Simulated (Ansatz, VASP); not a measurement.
Sn: VASP beside Ansatz

```
Sn
1.0
     0.00000    3.17934    3.17934
     3.17934    0.00000    3.17934
     3.17934    3.17934    0.00000
Sn
2
Cartesian
  3.1793 3.1793 3.1793
  4.7690 4.7690 4.7690
```

Change from the starting cell: volume scaled by 0.94.

Alike in both runs: task single point; functional PBE; k mesh 9 × 9 × 9; occupations fermi-dirac, width 0.03 eV; no spin polarisation.

```csv
,VASP,Ansatz
version,VASP 6.6.1,Ansatz 0.2.0
potentials or method,"VASP PAW PBE potentials, release 64 (Sn_d), cutoff 520 eV","all-electron LAPW, scalar-relativistic"
```

|  | VASP | Ansatz | Ansatz less VASP |
| --- | --- | --- | --- |
| pressure (GPa) | 6.7 | 6.8 | +0.06 |

Ansatz ran all-electron here, and VASP with PAW potentials.
